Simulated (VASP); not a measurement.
Runs of VASP 6.6.1 on GaN. The structure is that of space group F-43m (No. 216), or close to it. The cells are those of the table. 

```csv
task,spin,cell,k mesh,smearing,gap on the mesh (eV),pressure (GPa),relaxed volume (Å³/atom)
single point,off,"a = 3.216 Å, angles 60.0°, 2 atoms",10 × 10 × 10,gaussian 0.02 eV,1.55,-0.1,-
relaxation of cell and atoms,off,"relaxed from a = 3.570 Å, angles 60.0°, 2 atoms",6 × 6 × 6,gaussian 0.1 eV,1.55,0.0,11.76
relaxation of cell and atoms,off,"relaxed from a = 3.218 Å, angles 60.0°, 2 atoms",10 × 10 × 10,gaussian 0.02 eV,1.55,0.0,11.76
single point,"collinear, ferromagnetic start","a = 3.570 Å, angles 60.0°, 2 atoms",6 × 6 × 6,gaussian 0.1 eV,none,-26.0,-
single point,off,"a = 3.218 Å, angles 60.0°, 2 atoms",6 × 6 × 6,gaussian 0.1 eV,(a),-0.4,-
single point,off,"a = 3.570 Å, angles 60.0°, 2 atoms",6 × 6 × 6,gaussian 0.1 eV,none,-26.0,-
```

Alike in all rows: level PBE; potentials or basis VASP PAW PBE potentials, release 64 (Ga_d, N); cutoff (eV) 600.

Question: Fill in the values left out.

Answer: (a) 1.53.

Caveats: the volume moved by over 15 % at a fixed basis, so the end points are rough (some runs).

A k mesh can miss the band edges, and the runs leave out spin-orbit coupling on Ga.

A gap of «none» marks levels without a gap at the run's occupations.
